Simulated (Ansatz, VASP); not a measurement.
Two plane-wave programs on GaSb

POSCAR

```
GaSb
1.0
    0.0000000000      3.0590000000      3.0590000000
    3.0590000000      0.0000000000      3.0590000000
    3.0590000000      3.0590000000      0.0000000000
Sb Ga
1 1
Direct
    0.7500000000      0.7500000000      0.7500000000
    0.0000000000      0.0000000000      0.0000000000
```

File INCAR.step1:

```
SYSTEM = GaSb
PREC = Accurate
ENCUT = 520
EDIFF = 1E-5
ISMEAR = -1
SIGMA = 0.05
LREAL = .False.
LASPH = .True.
NELM = 80
ALGO = Normal
ISIF = 2
LWAVE = .True.
LCHARG = .False.
GGA = PE
NBANDS = 16
```

INCAR.step2

```
SYSTEM = GaSb
PREC = Accurate
ENCUT = 520
EDIFF = 1E-6
ISMEAR = -1
SIGMA = 0.05
LREAL = .False.
LASPH = .True.
NELM = 80
ALGO = Normal
ISIF = 2
LWAVE = .False.
LCHARG = .False.
GGA = PS
LHFCALC = .True.
AEXX = 0.25
PRECFOCK = Normal
ISTART = 1
NBANDS = 16
```

Contents of KPOINTS:

```
regular mesh
0
Gamma
  4 4 4
  0 0 0
```

File input.yaml:

```yaml
crystal:
  lattice:
    - [0.0, 3.059, 3.059]
    - [3.059, 0.0, 3.059]
    - [3.059, 3.059, 0.0]
  atoms:
    - { symbol: Sb, position: [0.75, 0.75, 0.75] }
    - { symbol: Ga, position: [0.0, 0.0, 0.0] }
hamiltonian:
  xc: { exchange: pbesol, correlation: pbesol, exx: { coeff: 0.25 } }
  pseudopotentials: { kind: paw }
kpoints:
  mp_grid: { grid: [4, 4, 4] }
  band_path:
    path:
      - [[0.0, 0.0, 0.0], [0.5, 0.0, 0.5], [0.5, 0.25, 0.75], [0.375, 0.375, 0.75], [0.0, 0.0, 0.0], [0.5, 0.5, 0.5], [0.625, 0.25, 0.625], [0.5, 0.25, 0.75], [0.5, 0.5, 0.5], [0.375, 0.375, 0.75]]
      - [[0.625, 0.25, 0.625], [0.5, 0.0, 0.5]]
    npoints: 4
scf:
  occupations: { method: fermi_dirac, width: 0.05 }
  n_extra_bands: 6
output:
  forces: true
  stress: true
  eigenvalues: true
  fatbands: false
```

Alike in both runs: functional PBEsol-based global hybrid; k mesh 4 × 4 × 4; occupations fermi-dirac, width 0.05 eV; no spin polarisation.

```csv
,VASP,Ansatz
version,VASP 6.6.1,Ansatz 0.2.0
potentials or method,"VASP PAW PBE potentials, release 64 (Sb, Ga_d)",Ansatz PAW
plane-wave cutoff (eV),520,420
valence electrons in the cell,18,28
task,single point,band structure
```

Ansatz gave:

```
gap on the k mesh at the Fermi level (eV) : 1.44
least direct gap on the mesh (eV)         : 1.44
pressure (GPa)                            : -1.2
```

Problem. Estimate VASP's values.

Solution. gap on the k mesh at the Fermi level (eV): 1.53; least direct gap on the mesh (eV): 1.53; pressure (GPa): -1.7.

VASP's potentials were made for PBE, not for PBEsol-based global hybrid. With one functional, cell and mesh, what is left measures potentials, basis and numerics. VASP's potentials hold 18 valence electrons a cell and Ansatz's 28, so a difference there can come from the potentials and not from the codes.

The k mesh is coarse, so the values compare programs but aren't converged. Spin-orbit coupling is off throughout.
